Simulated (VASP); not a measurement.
## As: single point with BLYP

The system is As.

```
As
1.0
     3.13328    0.00000    0.00000
    -1.56664    2.71350    0.00000
     0.00000    0.00000    5.65413
As
2
Direct
  0.33333 0.66667 0.25000
  0.66667 0.33333 0.75000
```

This cell differs from its parent crystal: volume scaled by 1.12.

```
Program             : VASP 6.6.1
Task                : single point
Functional          : BLYP
Potentials or basis : VASP PAW PBE potentials, release 64 (As)
Cutoff              : 520 eV
k mesh              : 14 × 14 × 7
Occupations         : fermi-dirac, width 0.1 eV
Spin                : no spin polarisation
```

- Pressure: -5.3 GPa
- Band gap on the k mesh: zero (band 5 reaches 8.53 eV, above the bottom of band 6 at 2.28 eV)

Stress tensor (GPa, compression positive):
```
-5.64  0.00  0.00
 0.00 -5.64  0.00
 0.00  0.00 -4.55
```

Levels at points of the mesh, in eV from the Fermi level:
```csv
k point,band 1,band 2,band 3,band 4,band 5,band 6,band 7,band 8,band 9,band 10
"(0.00, 0.00, 0.00)",-13.34,-11.08,-5.16,2.87,3.66,3.66,4.49,4.49,9.32,9.64
"(0.50, 0.00, 0.00)",-10.13,-9.25,-4.53,-3.47,-1.64,0.35,1.04,2.81,6.47,7.79
```

It took 69 s on 1 thread of Intel Xeon 6975P-C, with other jobs on the host, peak memory 0.19 GiB.

Caveat: the PAW data sets were made with another functional, which shifts forces and pressure a little.
